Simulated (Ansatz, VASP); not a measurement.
# GaP2 in VASP and in Ansatz

The input INCAR:

```
SYSTEM = GaP2
PREC     = Accurate       ! precision mode
ENCUT    = 520            ! plane-wave cutoff, eV
EDIFF    = 1E-6           ! SCF threshold, eV
ISMEAR   = 0              ! smearing method
SIGMA    = 0.1            ! smearing width, eV
LREAL    = .False.        ! projectors in reciprocal space
LASPH    = .True.         ! aspherical terms in the spheres
NELM     = 80             ! most SCF steps
ALGO     = Normal         ! electronic algorithm
ISIF     = 2              ! what is computed and relaxed
LWAVE    = .False.        ! write WAVECAR
LCHARG   = .True.         ! write CHGCAR
GGA      = PE             ! functional
LELF     = .True.         ! ELF
LVHAR    = .True.       
NBANDS   = 18             ! bands
```

File KPOINTS:

```
Automatic mesh
0
Gamma
  10 10 20
  0 0 0
```

POSCAR

```
GaP2
1.0
    5.1168838439      0.0000000000      0.0000000000
    0.0000000000      5.1168838439      0.0000000000
    0.0000000000      0.0000000000      2.3767626269
Ga P
1 2
Direct
    0.0000000000      0.0000000000      0.0000000000
    0.0000000000      0.5000000000      0.0000000000
    0.5000000000      0.0000000000      0.0000000000
```

Input for Ansatz:

```yaml
crystal:
  lattice:
    - [5.1168838439, 0.0, 0.0]
    - [0.0, 5.1168838439, 0.0]
    - [0.0, 0.0, 2.3767626269]
  atoms:
    - { symbol: Ga, position: [0.0, 0.0, 0.0] }
    - { symbol: P, position: [0.0, 0.5, 0.0] }
    - { symbol: P, position: [0.5, 0.0, 0.0] }
basis:
  ecutwfc: 420
kpoints:
  mp_grid: { grid: [10, 10, 20] }
  band_path:
    path:
      - [[0.0, 0.0, 0.0], [0.0, 0.5, 0.0], [0.5, 0.5, 0.0], [0.0, 0.0, 0.0], [0.0, 0.0, 0.5], [0.0, 0.5, 0.5], [0.5, 0.5, 0.5], [0.0, 0.0, 0.5]]
      - [[0.0, 0.5, 0.0], [0.0, 0.5, 0.5]]
      - [[0.5, 0.5, 0.0], [0.5, 0.5, 0.5]]
    npoints: 14
hamiltonian:
  xc: pbe
scf:
  occupations: { method: gaussian, width: 0.1 }
  n_extra_bands: 7
output:
  forces: true
  stress: true
  eigenvalues: true
  populations: true
  dos: { projected: true, de: 0.02, nscf_kmesh: { grid: [12, 12, 24] } }
  bader: true
  write_density: true
  write_potential: true
  elf: true
  volumetric_format: npy
```

Alike in both runs: task single point; functional PBE; k mesh 10 × 10 × 20; occupations gaussian, width 0.1 eV; no spin polarisation.

```csv
,VASP,Ansatz
version,VASP 6.6.1,Ansatz 0.2.0
potentials or method,"VASP PAW PBE potentials, release 64 (Ga_d, P), cutoff 520 eV","scalar-relativistic, plane waves, PAW"
valence electrons in the cell,23,23
```

|  | VASP | Ansatz | Ansatz less VASP |
| --- | --- | --- | --- |
| gap on the k mesh at the Fermi level (eV) | none | none | - |
| pressure (GPa) | 0.0 | 0.0 | +0.01 |

A gap of «none» marks a metal or a gap that the smearing closes. The functional is the same, so the differences come from potentials, cutoffs and numerics.
